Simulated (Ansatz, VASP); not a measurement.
One calculation of MgO, two programs

INCAR

```
SYSTEM = MgO
PREC = Accurate ; ENCUT = 600
EDIFF = 1E-6 ; ISMEAR = 0
SIGMA = 0.02 ; LREAL = .FALSE.
LASPH = .TRUE. ; NELM = 120
ALGO = Normal ; ISIF = 2
LWAVE = .FALSE. ; LCHARG = .TRUE.
GGA = PS ; LELF = .TRUE.
LVHAR = .TRUE. ; NBANDS = 11
GGA_COMPAT = .FALSE.
```

KPOINTS

```
regular mesh
0
G
  10 10 10
  0 0 0
```

File POSCAR:

```
MgO
1.0
    0.0000000000      2.1075221055      2.1075221055
    2.1075221055      0.0000000000      2.1075221055
    2.1075221055      2.1075221055      0.0000000000
Mg O
1 1
Direct
    0.0000000000      0.0000000000      0.0000000000
    0.5000000000      0.5000000000      0.5000000000
```

Input for Ansatz:

```yaml
crystal:
  lattice:
    - [0.0, 2.1075221072, 2.1075221072]
    - [2.1075221072, 0.0, 2.1075221072]
    - [2.1075221072, 2.1075221072, 0.0]
  atoms:
    - { symbol: Mg, position: [0.0, 0.0, 0.0] }
    - { symbol: O, position: [0.5, 0.5, 0.5] }
basis:
  ecutwfc: 420
kpoints:
  mp_grid: { grid: [10, 10, 10] }
  band_path:
    path:
      - [[0.0, 0.0, 0.0], [0.5, 0.0, 0.5], [0.625, 0.25, 0.625]]
      - [[0.375, 0.375, 0.75], [0.0, 0.0, 0.0], [0.5, 0.5, 0.5], [0.5, 0.25, 0.75], [0.5, 0.0, 0.5]]
    npoints: 10
hamiltonian:
  xc: pbesol
  pseudopotentials: { kind: paw, azcp: { folder: soft_1 } }
scf:
  occupations: { method: gaussian, width: 0.02 }
  n_extra_bands: 7
output:
  forces: true
  stress: true
  eigenvalues: true
```

Alike in both runs: task single point; functional PBEsol; k mesh 10 × 10 × 10; occupations gaussian, width 0.02 eV; no spin polarisation.

|  | VASP | Ansatz |
| --- | --- | --- |
| version | VASP 6.6.1 | Ansatz 0.2.0 |
| potentials or method | VASP PAW PBE potentials, release 64 (Mg, O), cutoff 600 eV | scalar-relativistic, plane waves, PAW |
| valence electrons in the cell | 8 | 16 |

Ansatz gave:

* gap on the k mesh at the Fermi level (eV): 4.62
* least direct gap on the mesh (eV): 4.62
* pressure (GPa): 0.0

What did VASP give for the same quantities?

gap on the k mesh at the Fermi level (eV): 4.62; least direct gap on the mesh (eV): 4.62; pressure (GPa): -0.8.

VASP's potentials were made for PBE, not for PBEsol, and Ansatz warns of the same on its side. With one functional, cell and mesh, what is left measures potentials, basis and numerics. VASP's potentials hold 8 valence electrons a cell and Ansatz's 16, so a difference there can come from the potentials and not from the codes.
